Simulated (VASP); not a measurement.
# AlGa3P4 in VASP: further runs

AlGa3P4 is run at these levels: PBE; tasks: single point.

Program: VASP 6.6.1. These are calculated values, not measurements. Logs are shortened: lines on timing, memory, paths and dates and some standing lists are left out, and cuts for length are marked.

## Step 1: The cell of the first run

It takes space group P-4m2 (No. 115, tetragonal). Conventional cell: a = 3.913 Å, b = 3.913 Å, c = 10.921 Å, α = 90.00°, β = 90.00°, γ = 90.00°. Within 3.1 Å of Al (site symmetry -4m2) lie 4 P at 2.38 Å. Ga (site symmetry 2mm) has 4 P at 2.39 Å within 3.2 Å. Ga (site symmetry -4m2) has 4 P at 2.39 Å within 3.2 Å. P (site symmetry 2mm) has 4 Ga at 2.39 Å within 3.2 Å. P (site symmetry 2mm) has 2 Al at 2.38 Å and 2 Ga at 2.39 Å within 3.1 Å.

## Step 2: Single point, PBE

Contents of INCAR:

```
  PREC = Accurate
  ENCUT = 520
  EDIFF = 1E-6
  ISMEAR = 0
  SIGMA = 0.1
  LREAL = F
  LASPH = T
  NELM = 80
  ALGO = Normal
  ISIF = 2
  LWAVE = F
  LCHARG = T
  GGA = PE
  LELF = T
  LVHAR = T
  NBANDS = 41
```

Contents of KPOINTS:

```
Automatic mesh
0
Gamma
  4 4 2
```

Contents of POSCAR:

```
AlGa3P4
1.0
    3.9129481154      0.0000000000      0.0000000000
    0.0000000000      3.9129481154      0.0000000000
    0.0000000000      0.0000000000     10.9207787650
Al Ga P
1 3 4
Direct
    0.5000000000      0.5000000000      0.5000000000
    0.0000000000      0.0000000000      0.7499924979
    0.5000000000      0.5000000000      0.0000000000
    0.0000000000      0.0000000000      0.2500075021
    0.5000000000      0.0000000000      0.8750536558
    0.0000000000      0.5000000000      0.1249463442
    0.5000000000      0.0000000000      0.3757108359
    0.0000000000      0.5000000000      0.6242891641
```

Potentials or basis: VASP PAW PBE potentials, release 64 (Al, Ga_d, P).

Launch:

```sh
> cat potpaw_PBE.64/Al/POTCAR potpaw_PBE.64/Ga_d/POTCAR potpaw_PBE.64/P/POTCAR > POTCAR
> mpirun -np 1 vasp_std > vasp.out
```

OUTCAR:

```text
PREC = Accurate
   ENCUT = 520
   EDIFF = 1E-6
   ISMEAR = 0
   LREAL = F
   LASPH = T
   NELM = 80
   ISIF = 2
   GGA = PE

 ion  position               nearest neighbor table
   1  0.500  0.500  0.500-   7 2.38   8 2.38   7 2.38   8 2.38
   2  0.000  0.000  0.750-   5 2.39   5 2.39   8 2.39   8 2.39
   3  0.500  0.500  0.000-   5 2.39   6 2.39   5 2.39   6 2.39
   4  0.000  0.000  0.250-   6 2.39   6 2.39   7 2.39   7 2.39
   5  0.500  0.000  0.875-   3 2.39   3 2.39   2 2.39   2 2.39
   6  0.000  0.500  0.125-   3 2.39   3 2.39   4 2.39   4 2.39
   7  0.500  0.000  0.376-   1 2.38   1 2.38   4 2.39   4 2.39
   8  0.000  0.500  0.624-   1 2.38   1 2.38   2 2.39   2 2.39

  LATTYP: Found a simple tetragonal cell.
 ALAT       =     3.9129481154
 C/A-ratio  =     2.7909337009

  Lattice vectors:

 A1 = (   3.9129481154,   0.0000000000,   0.0000000000)
 A2 = (   0.0000000000,   3.9129481154,   0.0000000000)
 A3 = (   0.0000000000,   0.0000000000,  10.9207787650)

Analysis of symmetry for initial positions (statically):
=====================================================================
 Subroutine PRICEL returns:
 Original cell was already a primitive cell.

 Routine SETGRP: Setting up the symmetry group for a
 simple tetragonal supercell.

 Subroutine GETGRP returns: Found  8 space group operations
 (whereof  8 operations were pure point group operations)
 out of a pool of 16 trial point group operations.

The static configuration has the point symmetry D_2d.

Analysis of symmetry for dynamics (positions and initial velocities):
=====================================================================
 Subroutine PRICEL returns:
 Original cell was already a primitive cell.

 Routine SETGRP: Setting up the symmetry group for a
 simple tetragonal supercell.

 Subroutine GETGRP returns: Found  8 space group operations
 (whereof  8 operations were pure point group operations)
 out of a pool of 16 trial point group operations.

The dynamic configuration has the point symmetry D_2d.

 Subroutine INISYM returns: Found  8 space group operations
 (whereof  8 operations are pure point group operations),
 and found     1 'primitive' translations

----------------------------------------------------------------------------------------

                                     Primitive cell

  volume of cell :     167.2098

  direct lattice vectors                    reciprocal lattice vectors
     3.912948115  0.000000000  0.000000000     0.255561784  0.000000000  0.000000000
     0.000000000  3.912948115  0.000000000     0.000000000  0.255561784  0.000000000
     0.000000000  0.000000000 10.920778765     0.000000000  0.000000000  0.091568561

  length of vectors
     3.912948115  3.912948115 10.920778765     0.255561784  0.255561784  0.091568561

  position of ions in fractional coordinates (direct lattice)
     0.500000000  0.500000000  0.500000000
     0.000000000  0.000000000  0.749992498
     0.500000000  0.500000000  0.000000000
     0.000000000  0.000000000  0.250007502
     0.500000000  0.000000000  0.875053656
     0.000000000  0.500000000  0.124946344
     0.500000000  0.000000000  0.375710836
     0.000000000  0.500000000  0.624289164

  ion indices of the primitive-cell ions
   primitive index   ion index
                 1           1
                 2           2
                 3           3
                 4           4
                 5           5
                 6           6
                 7           7
                 8           8

----------------------------------------------------------------------------------------

 KPOINTS: Automatic mesh

Automatic generation of k-mesh.
 Grid dimensions read from file:
 generate k-points for:    4    4    2

 Generating k-lattice:

  Cartesian coordinates                     Fractional coordinates (reciprocal lattice)
     0.063890446  0.000000000  0.000000000     0.250000000  0.000000000  0.000000000
     0.000000000  0.063890446  0.000000000     0.000000000  0.250000000  0.000000000
     0.000000000  0.000000000  0.045784281     0.000000000  0.000000000  0.500000000

  Length of vectors
     0.063890446  0.063890446  0.045784281

  Shift w.r.t. Gamma in fractional coordinates (k-lattice)
     0.000000000  0.000000000  0.000000000

 Subroutine IBZKPT returns following result:
 ===========================================

 Found     12 irreducible k-points:

 Following reciprocal coordinates:
            Coordinates               Weight
  0.000000  0.000000  0.000000      1.000000
  0.250000  0.000000  0.000000      4.000000
  0.500000  0.000000  0.000000      2.000000
  0.250000  0.250000  0.000000      4.000000
  0.500000  0.250000  0.000000      4.000000
  0.500000  0.500000  0.000000      1.000000
  0.000000  0.000000  0.500000      1.000000
  0.250000  0.000000  0.500000      4.000000
  0.500000  0.000000  0.500000      2.000000
  0.250000  0.250000  0.500000      4.000000
  0.500000  0.250000  0.500000      4.000000
  0.500000  0.500000  0.500000      1.000000
   k-points           NKPTS =     12   k-points in BZ     NKDIM =     12   number of bands    NBANDS=     41
   number of dos      NEDOS =    301   number of ions     NIONS =      8
   total plane-waves  NPLWV =  75600
   dimension x,y,z NGX =    30 NGY =   30 NGZ =   84
   dimension x,y,z NGXF=    60 NGYF=   60 NGZF=  168
   ions per type =               1   3   4
   NGX,Y,Z   is equivalent  to a cutoff of  12.75, 12.75, 12.79 a.u.
   NGXF,Y,Z  is equivalent  to a cutoff of  25.49, 25.49, 25.57 a.u.
 SYSTEM =  unknown system
   PREC   = accura    normal or accurate (medium, high low for compatibility)
   ISTART =      0    job   : 0-new  1-cont  2-samecut
   ICHARG =      2    charge: 1-file 2-atom 10-const
   ISPIN  =      1    spin polarized calculation?
   LNONCOLLINEAR =      F non collinear calculations
   LSORBIT =      F    spin-orbit coupling
   LASPH  =      T    aspherical Exc in radial PAW
   ENCUT  =  520.0 eV  38.22 Ry    6.18 a.u.   7.28  7.28 20.31*2*pi/ulx,y,z
   NELM   =     80;   NELMIN=  2; NELMDL= -5     # of ELM steps
   EDIFF  = 0.1E-05   stopping-criterion for ELM
   LREAL  =      F    real-space projection
   EDIFFG = 0.1E-04   stopping-criterion for IOM
   NSW    =      0    number of steps for IOM
   IBRION =     -1    ionic relax: 0-MD 1-quasi-New 2-CG
   NFREE  =      0    steps in history (QN), initial steepest desc. (CG)
   ISIF   =      2    stress and relaxation
   ISYM   =      2    0-nonsym 1-usesym 2-fastsym
   POTIM  = 0.5000    time-step for ionic-motion
   TEBEG  =    0.0;   TEEND  =   0.0 temperature during run
   PSTRESS=    0.0 pullay stress
   NELECT =      62.0000    total number of electrons
   NUPDOWN=      -1.0000    fix difference up-down
   EMIN   =  10.00;   EMAX   =-10.00  energy-range for DOS
   EFERMI =   0.00;   METHOD = LEGACY
   ISMEAR =     0;   SIGMA  =   0.10  broadening in eV -4-tet -1-fermi 0-gaus
   EFERMI_NEDOS =   21; number of points for ismear=-14 and -15
   IALGO  =     38    algorithm
   IMIX   =      4    mixing-type and parameters
     AMIX     =   0.40;   BMIX     =  1.00
     AMIX_MAG =   1.60;   BMIX_MAG =  1.00
  volume/ion in A,a.u.               =      20.90       141.05
  Fermi-wavevector in a.u.,A,eV,Ry     =   1.176120  2.222544 18.820356  1.383257
  Thomas-Fermi vector in A             =   2.312489
   LORBIT       =      0    0 simple, 1 ext, 2 COOP (PROOUT), +10 PAW based schemes
   GGA     = PE    functional components
   LHFCALC =     F    Hartree Fock is set to
   AEXX    =    0.0000 exact exchange contribution
   IVDW    =     0    specifies the selected vdW correction
   LEPSILON=     F    determine dielectric tensor
   LRPA    =     F    only Hartree local field effects (RPA)
 non-spin polarized calculation
 Gauss-broadening in eV      SIGMA  =   0.10
  energy-cutoff  :      520.00
  volume of cell :      167.21
 maximum number of plane-waves:      4524
 NGX is ok and might be reduce to    30
   NGX = 15   NGY = 15   NGZ = 41

 number of electron      61.9999973 magnetization

 Free energy of the ion-electron system (eV)
  ---------------------------------------------------
  ext. energy  EPLUGINS =         0.00000000
  ---------------------------------------------------
  free energy    TOTEN  =       -37.57797066 eV

  energy without entropy =      -37.57797066  energy(sigma->0) =      -37.57797066

 E-fermi :   4.8326     XC(G=0):  -9.5354

 val. band max:        4.3667264665   @ k =   0.0000   0.0000   0.0000
 cond. band min:       5.9317837820   @ k =   0.0000   0.0000   0.5000
 fundamental gap:      1.5650573155
 Fermi energy:         4.8325904969

 k-point     1 :       0.0000    0.0000    0.0000
  band No.  band energies     occupation
      1     -10.1538      2.00000
      2     -10.1273      2.00000
      3     -10.0770      2.00000
      4     -10.0616      2.00000
      5     -10.0616      2.00000
      6     -10.0483      2.00000
[... 33 lines left out ...]
     40       8.3940      0.00000
     41       8.3940      0.00000

 k-point     2 :       0.2500    0.0000    0.0000
  band No.  band energies     occupation
      1     -10.1434      2.00000
      2     -10.1240      2.00000
      3     -10.0883      2.00000
      4     -10.0750      2.00000
      5     -10.0559      2.00000
      6     -10.0489      2.00000
[... 33 lines left out ...]
     40       9.1925      0.00000
     41       9.9510      0.00000

 k-point     3 :       0.5000    0.0000    0.0000
  band No.  band energies     occupation
      1     -10.1370      2.00000
      2     -10.1319      2.00000
      3     -10.1086      2.00000
      4     -10.0778      2.00000
      5     -10.0497      2.00000
      6     -10.0462      2.00000
[... 33 lines left out ...]
     40      10.0669      0.00000
     41      10.2265      0.00000

 k-point     4 :       0.2500    0.2500    0.0000
  band No.  band energies     occupation
      1     -10.1436      2.00000
      2     -10.1319      2.00000
      3     -10.0928      2.00000
      4     -10.0869      2.00000
      5     -10.0446      2.00000
      6     -10.0432      2.00000
[... 33 lines left out ...]
     40      10.2156      0.00000
     41      10.3318      0.00000

 k-point     5 :       0.5000    0.2500    0.0000
  band No.  band energies     occupation
      1     -10.1495      2.00000
      2     -10.1473      2.00000
      3     -10.1055      2.00000
      4     -10.0866      2.00000
      5     -10.0363      2.00000
      6     -10.0328      2.00000
[... 33 lines left out ...]
     40      10.6639      0.00000
     41      10.8101      0.00000

 k-point     6 :       0.5000    0.5000    0.0000
  band No.  band energies     occupation
      1     -10.1633      2.00000
      2     -10.1633      2.00000
      3     -10.1015      2.00000
      4     -10.1015      2.00000
      5     -10.0186      2.00000
      6     -10.0186      2.00000
[... 33 lines left out ...]
     40      10.4816      0.00000
     41      10.5546      0.00000

 k-point     7 :       0.0000    0.0000    0.5000
  band No.  band energies     occupation
      1     -10.1547      2.00000
      2     -10.1253      2.00000
      3     -10.0782      2.00000
      4     -10.0618      2.00000
      5     -10.0618      2.00000
      6     -10.0480      2.00000
[... 33 lines left out ...]
     40       9.1763      0.00000
     41       9.1850      0.00000

 k-point     8 :       0.2500    0.0000    0.5000
  band No.  band energies     occupation
      1     -10.1440      2.00000
      2     -10.1226      2.00000
      3     -10.0893      2.00000
      4     -10.0750      2.00000
      5     -10.0561      2.00000
      6     -10.0487      2.00000
[... 33 lines left out ...]
     40       9.2128      0.00000
     41       9.3122      0.00000

 k-point     9 :       0.5000    0.0000    0.5000
  band No.  band energies     occupation
      1     -10.1368      2.00000
      2     -10.1319      2.00000
      3     -10.1088      2.00000
      4     -10.0778      2.00000
      5     -10.0495      2.00000
      6     -10.0464      2.00000
[... 33 lines left out ...]
     40       9.2881      0.00000
     41       9.4880      0.00000

 k-point    10 :       0.2500    0.2500    0.5000
  band No.  band energies     occupation
      1     -10.1441      2.00000
      2     -10.1313      2.00000
      3     -10.0914      2.00000
      4     -10.0883      2.00000
      5     -10.0444      2.00000
      6     -10.0434      2.00000
[... 33 lines left out ...]
     40       9.8487      0.00000
     41       9.8928      0.00000

 k-point    11 :       0.5000    0.2500    0.5000
  band No.  band energies     occupation
      1     -10.1497      2.00000
      2     -10.1473      2.00000
      3     -10.1052      2.00000
      4     -10.0865      2.00000
      5     -10.0363      2.00000
      6     -10.0328      2.00000
[... 33 lines left out ...]
     40      10.6766      0.00000
     41      10.8063      0.00000

 k-point    12 :       0.5000    0.5000    0.5000
  band No.  band energies     occupation
      1     -10.1634      2.00000
      2     -10.1634      2.00000
      3     -10.1012      2.00000
      4     -10.1012      2.00000
      5     -10.0188      2.00000
      6     -10.0188      2.00000
[... 33 lines left out ...]
     40      12.7402      0.00000
     41      12.8935      0.00000

------------------------ aborting loop because EDIFF is reached ----------------------------------------

  FORCE on cell =-STRESS in cart. coord.  units (eV):
  Direction    XX          YY          ZZ          XY          YZ          ZX
  --------------------------------------------------------------------------------------
  -------------------------------------------------------------------------------------
  Total       -0.0304346     -0.0304346      0.0178001      0.0000000      0.0000000     -0.0000000
  in kB       -0.2916194     -0.2916194      0.1705573      0.0000000      0.0000000     -0.0000000
  external PRESSURE =      -0.1375605 kB  Pullay stress =       0.0000000 kB

 VOLUME and BASIS-vectors are now :
 -----------------------------------------------------------------------------
  energy-cutoff  :      520.00
  volume of cell :      167.21
      direct lattice vectors                 reciprocal lattice vectors
     3.912948115  0.000000000  0.000000000     0.255561784  0.000000000  0.000000000
     0.000000000  3.912948115  0.000000000     0.000000000  0.255561784  0.000000000
     0.000000000  0.000000000 10.920778765     0.000000000  0.000000000  0.091568561

 POSITION                                       TOTAL-FORCE (eV/Angst)
 -----------------------------------------------------------------------------------
      1.95647      1.95647      5.46039        -0.000000      0.000000      0.000000
      0.00000      0.00000      8.19050         0.000000      0.000000     -0.001586
      1.95647      1.95647      0.00000        -0.000000     -0.000000      0.000000
      0.00000      0.00000      2.73028        -0.000000     -0.000000      0.001586
      1.95647      0.00000      9.55627        -0.000000     -0.000000     -0.000153
      0.00000      1.95647      1.36451         0.000000     -0.000000      0.000153
      1.95647      0.00000      4.10305        -0.000000     -0.000000      0.008724
      0.00000      1.95647      6.81772        -0.000000     -0.000000     -0.008724
 -----------------------------------------------------------------------------------
    total drift:                                0.000000      0.000000     -0.000000

  FREE ENERGIE OF THE ION-ELECTRON SYSTEM (eV)
  ---------------------------------------------------
  free  energy   TOTEN  =       -37.5779706593 eV

  energy  without entropy=      -37.5779706593  energy(sigma->0) =      -37.57797066
```

Run time: 1.7 min. Hardware: 1 thread of Intel Xeon 8259CL, shared host; peak memory 0.29 GiB.

Results:

```
Free energy            : -37.5780 eV
Pressure               : 0.0 GPa
Largest force          : 0.009 eV/Å
Band gap on the k mesh : 1.57 eV (least direct gap 1.62 eV)
```

Forces in eV/Å, atoms in the order of the input:
```
Al   0.000  0.000  0.000
Ga   0.000  0.000 -0.002
Ga   0.000  0.000  0.000
Ga   0.000  0.000  0.002
P    0.000  0.000  0.000
P    0.000  0.000  0.000
P    0.000  0.000  0.009
P    0.000  0.000 -0.009
```

(Continued in part 2 of 2.)
